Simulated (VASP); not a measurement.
Set up this calculation in VASP 6.6.1, as the native input.

```
Task                   : single point
Functional             : r2SCAN
Potentials or basis    : VASP PAW PBE potentials, release 64 (Si, Al)
Cutoff                 : 520 eV
k mesh                 : 2 × 2 × 2
Occupations            : gaussian, width 0.05 eV
Spin                   : collinear spin, zero start
Starting moments       : [0.0, 0.0, 0.0, 0.0, 0.0, 0.0, 0.0, 0.0, 0.0, 0.0, 0.0, 0.0, 0.0, 0.0, 0.0, 0.0, 0.0] μB
Dipole correction      : no
Further INCAR settings : LREAL = Auto; ALGO = Normal; EDIFF = 1e-06; NBANDS = 52
```

Crystal: AlSi16 (a cell with a defect).

```
Si Al
1.0
     0.00000    5.43000    5.43000
     5.43000    0.00000    5.43000
     5.43000    5.43000    0.00000
Si Al
16 1
Direct
  0.00398 0.00430 0.98705
  0.12595 0.12614 0.12362
  0.00386 0.00424 0.50401
  0.12451 0.12514 0.62477
  0.99593 0.50127 0.00115
  0.12593 0.62392 0.12361
  0.00389 0.48744 0.50403
  0.12592 0.62387 0.62599
  0.50102 0.99624 0.00110
  0.62350 0.12617 0.12373
  0.48677 0.00435 0.50417
  0.62345 0.12617 0.62605
  0.50101 0.50124 0.00110
  0.62465 0.62505 0.12481
  0.50105 0.50125 0.49605
  0.62343 0.62397 0.62602
  0.87446 0.87516 0.37475
```

These files were run (other wordings do the same):

POSCAR

```
AlSi16
1.0
    0.0000000000      5.4300000000      5.4300000000
    5.4300000000      0.0000000000      5.4300000000
    5.4300000000      5.4300000000      0.0000000000
Si Al
16 1
Direct
    0.0039820442      0.0042982505     -0.0129536832
    0.1259516575      0.1261441068      0.1236238490
    0.0038566298      0.0042413444      0.5040081952
    0.1245052486      0.1251424494      0.6247652855
   -0.0040737569      0.5012652855      0.0011488950
    0.1259252302      0.6239160221      0.1236066298
    0.0038925414      0.4874439227      0.5040273481
    0.1259187845      0.6238688766      0.6259930018
    0.5010178637     -0.0037558011      0.0010972376
    0.6235039595      0.1261682320      0.1237273481
    0.4867735727      0.0043500000      0.5041682320
    0.6234516575      0.1261691529      0.6260511050
    0.5010134438      0.5012432781      0.0011016575
    0.6246508287      0.6250530387      0.1248101289
    0.5010513812      0.5012471455      0.4960517495
    0.6234349908      0.6239672192      0.6260232044
    0.8744628913      0.8751601289      0.3747501842
```

INCAR.step1

```
SYSTEM = AlSi16
ALGO = Normal ; EDIFF = 1E-4
ENCUT = 520 ; GGA = PE
ISMEAR = 0 ; ISPIN = 2
LASPH = .TRUE. ; LCHARG = .FALSE.
LREAL = Auto ; LWAVE = .TRUE.
MAGMOM = 0 0 0 0 0 0 0 0 0 0 0 0 0 0 0 0 0 ; NBANDS = 52
NELM = 150 ; PREC = Accurate
SIGMA = 0.05
```

INCAR.step2

```
SYSTEM = AlSi16
ALGO = Normal ; EDIFF = 1E-6
ENCUT = 520 ; ISIF = 2
ISMEAR = 0 ; ISPIN = 2
ISTART = 1 ; LASPH = .TRUE.
LCHARG = .FALSE. ; LMIXTAU = .TRUE.
LORBIT = 11 ; LREAL = Auto
LWAVE = .FALSE. ; MAGMOM = 0 0 0 0 0 0 0 0 0 0 0 0 0 0 0 0 0
METAGGA = R2SCAN ; NBANDS = 52
NELM = 150 ; PREC = Accurate
SIGMA = 0.05
```

KPOINTS

```
k-points
0
G
  2 2 2
  0 0 0
```

Potentials or basis: VASP PAW PBE potentials, release 64 (Si, Al).

Launch:

```bash
$ cat potpaw_PBE.64/Si/POTCAR potpaw_PBE.64/Al/POTCAR > POTCAR
$ cp INCAR.step1 INCAR
$ mpirun -np 1 vasp_std > vasp.out
$ cp INCAR.step2 INCAR
$ mpirun -np 1 vasp_std > vasp.out
```

Results of the run:

The pressure is 3.9 GPa. The largest force is 0.012 eV/Å and the net moment is 0.00 μB per cell. The valence electrons inside the program's atomic spheres are Si 1.72, 1.69, 1.77, 1.71; Al 0.86.

Caveat: the k points lie up to 0.50 Å⁻¹ apart; the PAW data sets were made with another functional, which shifts forces and pressure a little.

Wall time 15 min on 1 thread of Intel(R) Xeon(R) Platinum 8488C (Sapphire Rapids) (shared host), peak memory 0.82 GiB.
